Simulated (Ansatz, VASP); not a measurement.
## Fe: VASP beside Ansatz

```
Fe
1.0
    -1.43152    1.43152    1.43152
     1.43152   -1.43152    1.43152
     1.43152    1.43152   -1.43152
Fe
1
Cartesian
  0.0000 0.0000 0.0000
```

Alike in both runs: task single point; functional RPBE; k mesh 8 × 8 × 8; occupations gaussian, width 0.1 eV; collinear spin.

|  | VASP | Ansatz |
| --- | --- | --- |
| version | VASP 6.6.1 | Ansatz 0.2.0 |
| potentials or method | VASP PAW PBE potentials, release 64 (Fe), cutoff 520 eV | scalar-relativistic, plane waves, PAW |
| valence electrons in the cell | 8 | 16 |

Ansatz gave:

| Quantity | Value |
| --- | --- |
| gap on the k mesh at the Fermi level (eV) | none |
| pressure (GPa) | 2.3 |
| net moment per atom (μB) | 2.35 |
| size of the moment on the site where the two differ most (μB) | 2.42 |

**Question.** What did VASP give for the same quantities?

**Answer.** gap on the k mesh at the Fermi level (eV): none; pressure (GPa): 2.0; net moment per atom (μB): 2.35; size of the moment on the site where the two differ most (μB): 2.37.

VASP's potentials were made for PBE, not for RPBE. Site moments also hang on the region over which each program counts them. A gap of «none» marks a metal or a gap that the smearing closes. VASP's potentials hold 8 valence electrons a cell and Ansatz's 16, so a difference there can come from the potentials and not from the codes.

The k mesh is coarse, so the values compare programs but aren't converged.
